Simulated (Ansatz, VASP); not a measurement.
**Two plane-wave programs on Ca3As**

```
Ca As
1.0
     5.61935    0.00000    0.00000
     0.00000    5.61935    0.00000
     0.00000    0.00000    5.72242
Ca As
3 1
Direct
  0.00000 0.50000 0.50000
  0.50000 0.00000 0.50000
  0.00000 0.00000 0.00000
  0.50000 0.50000 0.50000
```

Alike in both runs: functional PBE; k mesh 8 × 8 × 8; occupations gaussian, width 0.1 eV; no spin polarisation.

Ansatz relaxed the structure, and its values are those at the end. VASP's run is a single point on that final structure, the one shown.

|  | VASP | Ansatz |
| --- | --- | --- |
| version | VASP 6.6.1 | Ansatz 0.2.0 |
| potentials or method | VASP PAW PBE potentials, release 64 (Ca_sv, As), cutoff 520 eV | scalar-relativistic, plane waves, PAW |
| valence electrons in the cell | 35 | 45 |

```tsv
	VASP	Ansatz	Ansatz less VASP
gap on the k mesh at the Fermi level (eV)	none	none	-
pressure (GPa)	0.0	0.0	-0.05
```

A gap of «none» marks a metal or a gap that the smearing closes. The functional is the same, so the differences come from potentials, cutoffs and numerics. VASP's potentials hold 35 valence electrons a cell and Ansatz's 45, so a difference there can come from the potentials and not from the codes.
